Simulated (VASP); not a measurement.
# Os (P6_3/mmc) in VASP: a series of runs

The runs below take Os through electric field gradients, density of states, with PBE.

Everything below comes from runs of VASP 6.6.1. Logs are shortened: lines on timing, memory, paths and dates and some standing lists are left out, and cuts for length are marked.

## (1) The cell of the first run

It takes space group P6_3/mmc (No. 194, hexagonal). Conventional cell: a = 2.798 Å, b = 2.798 Å, c = 4.419 Å, α = 90.00°, β = 90.00°, γ = 120.00°. Os (site symmetry -6m2) has 12 Os at 2.74 to 2.80 Å within 3.6 Å.

## (2) Electric field gradients, PBE (volume scaled by 1.05)

File INCAR:

```
SYSTEM = Os
ALGO     = Normal         ! electronic algorithm
EDIFF    = 1E-8           ! SCF threshold, eV
ENCUT    = 520            ! plane-wave cutoff, eV
GGA      = PE             ! functional
ISIF     = 2              ! what is computed and relaxed
ISMEAR   = -1             ! smearing method
LASPH    = .True.         ! aspherical terms in the spheres
LCHARG   = .False.        ! write CHGCAR
LEFG     = .True.       
LREAL    = .False.        ! projectors in reciprocal space
LWAVE    = .False.        ! write WAVECAR
NBANDS   = 15             ! bands
NELM     = 60             ! most SCF steps
PREC     = Accurate       ! precision mode
SIGMA    = 0.03           ! smearing width, eV
```

File KPOINTS:

```
k-points
0
Gamma
  16 16 9
  0 0 0
```

File POSCAR:

```
Os
1.0
    2.7983879451      0.0000000000      0.0000000000
   -1.3991939726      2.4234750501      0.0000000000
    0.0000000000      0.0000000000      4.4193006099
Os
2
Direct
    0.3333333333      0.6666666667      0.2500000000
    0.6666666667      0.3333333333      0.7500000000
```

Potentials or basis: VASP PAW PBE potentials, release 64 (Os).

Started as:

```sh
$ cat potpaw_PBE.64/Os/POTCAR > POTCAR
$ mpirun -np 1 vasp_std > vasp.out
```

OUTCAR:

```text
SYSTEM = Os
   EDIFF = 1E-8
   ENCUT = 520
   GGA = PE
   ISIF = 2
   ISMEAR = -1
   LASPH = .True.
   LREAL = .False.
   NELM = 60
   PREC = Accurate

 ion  position               nearest neighbor table
   1  0.333  0.667  0.250-   2 2.74   2 2.74   2 2.74   2 2.74   2 2.74   2 2.74
   2  0.667  0.333  0.750-   1 2.74   1 2.74   1 2.74   1 2.74   1 2.74   1 2.74

  LATTYP: Found a hexagonal cell.
 ALAT       =     2.7983879451
 C/A-ratio  =     1.5792308631

  Lattice vectors:

 A1 = (   2.7983879451,   0.0000000000,   0.0000000000)
 A2 = (  -1.3991939726,   2.4234750501,   0.0000000000)
 A3 = (   0.0000000000,   0.0000000000,   4.4193006099)

Analysis of symmetry for initial positions (statically):
=====================================================================
 Subroutine PRICEL returns:
 Original cell was already a primitive cell.

 Routine SETGRP: Setting up the symmetry group for a
 hexagonal supercell.

 Subroutine GETGRP returns: Found 24 space group operations
 (whereof 12 operations were pure point group operations)
 out of a pool of 24 trial point group operations.

The static configuration has the point symmetry D_3d.
 The point group associated with its full space group is D_6h.

Analysis of symmetry for dynamics (positions and initial velocities):
=====================================================================
 Subroutine PRICEL returns:
 Original cell was already a primitive cell.

 Routine SETGRP: Setting up the symmetry group for a
 hexagonal supercell.

 Subroutine GETGRP returns: Found 24 space group operations
 (whereof 12 operations were pure point group operations)
 out of a pool of 24 trial point group operations.

The dynamic configuration has the point symmetry D_3d.
 The point group associated with its full space group is D_6h.

 Subroutine INISYM returns: Found 24 space group operations
 (whereof 12 operations are pure point group operations),
 and found     1 'primitive' translations

----------------------------------------------------------------------------------------

                                     Primitive cell

  volume of cell :      29.9709

  direct lattice vectors                    reciprocal lattice vectors
[... 131 lines left out ...]
  free energy    TOTEN  =       -22.42367713 eV

  energy without entropy =      -22.42065639  energy(sigma->0) =      -22.42216676

 E-fermi :   8.4644     XC(G=0): -13.6624

 val. band max:        8.4583267194   @ k =   0.2500  -0.0000   0.3333
 cond. band min:       8.4700826534   @ k =   0.3750   0.1250   0.3333
 fundamental gap:      0.0117559340
 Fermi energy:         8.4643602186

 k-point     1 :       0.0000    0.0000    0.0000
  band No.  band energies     occupation
      1      -1.8702      2.00000
      2       1.2961      2.00000
      3       5.6976      2.00000
      4       5.6976      2.00000
      5       5.9254      2.00000
      6       6.4481      2.00000
      7       6.4481      2.00000
      8       7.0312      2.00000
      9       7.0312      2.00000
     10       8.4973      0.50023
     11       9.9674      0.00000
     12       9.9674      0.00000
     13      16.7286      0.00000
     14      22.4943      0.00000
[... 401 lines left out ...]
      2       3.1204      2.00000
      3       3.1767      2.00000
      4       3.8959      2.00000
      5       5.1190      2.00000
      6       6.1832      2.00000
      7       6.3263      2.00000
      8       8.3357      1.97289
      9       9.7949      0.00000
     10      10.4817      0.00000
     11      10.9238      0.00000
     12      16.4272      0.00000
     13      17.9152      0.00000
     14      18.8848      0.00000
     15      18.9202      0.00000

 [... further k-points ...]
[... 5 lines left out ...]
  --------------------------------------------------------------------------------------
  -------------------------------------------------------------------------------------
  Total       -3.2249741     -3.2249741     -3.4719819      0.0000000     -0.0000000     -0.0000000
  in kB     -172.3998150   -172.3998150   -185.6042901      0.0000000     -0.0000000     -0.0000000
  external PRESSURE =    -176.8013067 kB  Pullay stress =       0.0000000 kB

 VOLUME and BASIS-vectors are now :
 -----------------------------------------------------------------------------
  energy-cutoff  :      520.00
  volume of cell :       29.97
      direct lattice vectors                 reciprocal lattice vectors
     2.798387945  0.000000000  0.000000000     0.357348595  0.206315307  0.000000000
    -1.399193973  2.423475050  0.000000000     0.000000000  0.412630615  0.000000000
     0.000000000  0.000000000  4.419300610     0.000000000  0.000000000  0.226280149

 POSITION                                       TOTAL-FORCE (eV/Angst)
 -----------------------------------------------------------------------------------
     -0.00000      1.61565      1.10483         0.000000     -0.000000      0.000000
      1.39919      0.80783      3.31448        -0.000000      0.000000      0.000000
 -----------------------------------------------------------------------------------
    total drift:                               -0.000000      0.000000     -0.000000

  FREE ENERGIE OF THE ION-ELECTRON SYSTEM (eV)
  ---------------------------------------------------
  free  energy   TOTEN  =       -22.4236771318 eV

  energy  without entropy=      -22.4206563942  energy(sigma->0) =      -22.42216676

 Electric field gradients (V/A^2)
---------------------------------------------------------------------
 ion       V_xx      V_yy      V_zz      V_xy      V_xz      V_yz
---------------------------------------------------------------------
   1      35.360    35.360   -70.719    -0.000     0.000    -0.000
   2      35.360    35.360   -70.719    -0.000    -0.000     0.000
---------------------------------------------------------------------

 Electric field gradients after diagonalization (V/A^2)
 (convention: |V_zz| > |V_xx| > |V_yy|)
----------------------------------------------------------------------
 ion       V_xx      V_yy      V_zz     asymmetry (V_yy - V_xx)/ V_zz
----------------------------------------------------------------------
   1      35.360    35.360   -70.719       0.000
   2      35.360    35.360   -70.719       0.000
----------------------------------------------------------------------

           NMR quadrupolar parameters

 Cq : quadrupolar parameter    Cq=e*Q*V_zz/h
 eta: asymmetry parameters     (V_yy - V_xx)/ V_zz
 Q  : nuclear electric quadrupole moment in mb (millibarn)
----------------------------------------------------------------------
 ion       Cq(MHz)       eta       Q (mb)
----------------------------------------------------------------------
   1      -0.171       0.000       1.000
   2      -0.171       0.000       1.000
----------------------------------------------------------------------
```

It took 76 s on 1 thread of Intel Xeon Platinum 8375C at 2.90GHz (Ice Lake), shared host; peak memory 0.19 GiB.

What came out:

| Quantity | Value |
| --- | --- |
| Free energy | -22.4237 eV |
| Pressure | -17.7 GPa |
| Band gap on the k mesh | zero (band 8 reaches 10.25 eV, above the bottom of band 9 at 6.82 eV) |

Levels at points of the mesh, in eV from the Fermi level:
| k point | band 4 | band 5 | band 6 | band 7 | band 8 | band 9 | band 10 | band 11 | band 12 | band 13 |
| --- | --- | --- | --- | --- | --- | --- | --- | --- | --- | --- |
| (0.00, 0.00, 0.00) | -2.77 | -2.54 | -2.02 | -2.02 | -1.43 | -1.43 | 0.03 | 1.50 | 1.50 | 8.26 |
| (0.50, 0.00, 0.00) | -3.22 | -2.73 | -2.36 | -1.73 | 1.78 | 2.28 | 2.39 | 3.96 | 5.19 | 8.77 |

Electric field gradients, principal values (V/Å²):
| atom | least | middle | greatest (by size) |
| --- | --- | --- | --- |
| 1 Os | 35.360 | 35.360 | -70.719 |
| 2 Os | 35.360 | 35.360 | -70.719 |

Caveat: the cell differs from its parent crystal (volume scaled by 1.05); without QUAD_EFG the Cq values of the log hold for a quadrupole moment of 1 mb, not for the nuclei; spin-orbit coupling is left out, which moves the levels of the heavy elements.

## (3) Density of states, PBE

This run uses another cell than the first one, of 14.27 Å³/atom, 0.952 times its volume.

File POSCAR:

```
Os
1.0
    2.7532447616      0.0000000000      0.0000000000
   -1.3766223808      2.3843799064      0.0000000000
    0.0000000000      0.0000000000      4.3480091012
Os
2
Direct
    0.3333333333      0.6666666667      0.2500000000
    0.6666666667      0.3333333333      0.7500000000
```

File INCAR.step1:

```
PREC = Accurate ; ENCUT = 520
EDIFF = 1E-7 ; ISMEAR = -1
SIGMA = 0.03 ; LREAL = False
LASPH = True ; NELM = 80
ALGO = Normal ; ISIF = 2
LWAVE = False ; LCHARG = True
LMAXMIX = 4 ; GGA = PE
NBANDS = 15
```

File KPOINTS.step1:

```
regular mesh
0
Gamma
  16 16 9
```

File INCAR.step2:

```
PREC = Accurate ; ENCUT = 520
EDIFF = 1E-7 ; ISMEAR = -5
SIGMA = 0.03 ; LREAL = False
LASPH = True ; NELM = 80
ALGO = Normal ; ISIF = 2
LWAVE = False ; LCHARG = False
LMAXMIX = 4 ; GGA = PE
LORBIT = 10 ; NBANDS = 15
NEDOS = 1001 ; ICHARG = 11
```

File KPOINTS.step2:

```
regular mesh
0
Gamma
  24 24 14
```

Potentials or basis: VASP PAW PBE potentials, release 64 (Os).

Started as:

```sh
$ cat potpaw_PBE.64/Os/POTCAR > POTCAR
$ cp INCAR.step1 INCAR
$ cp KPOINTS.step1 KPOINTS
$ mpirun -np 1 vasp_std > vasp.out
$ cp INCAR.step2 INCAR
$ cp KPOINTS.step2 KPOINTS
$ mpirun -np 1 vasp_std > vasp.out
```

Run time: 2.4 min. Hardware: 1 thread of Intel Xeon Platinum 8375C at 2.90GHz (Ice Lake), shared host; peak memory 0.3 GiB.

It converged, with:

| Quantity | Value |
| --- | --- |
| Valence electrons inside the program's atomic spheres | Os 7.41 |

Levels at points of the mesh, in eV from the Fermi level:
```tsv
k point	band 4	band 5	band 6	band 7	band 8	band 9	band 10	band 11	band 12	band 13
(0.00, 0.00, 0.00)	-2.99	-2.74	-2.17	-2.17	-1.54	-1.54	0.01	1.61	1.61	8.82
(0.50, 0.00, 0.00)	-3.48	-2.88	-2.53	-1.85	1.94	2.48	2.60	4.26	5.54	9.16
(0.00, 0.00, 0.50)	-3.50	-3.18	-3.18	-3.18	-3.18	0.84	0.84	0.84	0.84	13.71
(0.50, 0.00, 0.50)	-5.21	-1.20	-1.20	-0.18	-0.18	2.26	2.26	3.19	3.19	8.88
```

Caveat: spin-orbit coupling is left out, which moves the levels of the heavy elements; tetrahedron occupations give inexact forces and stress in metals.
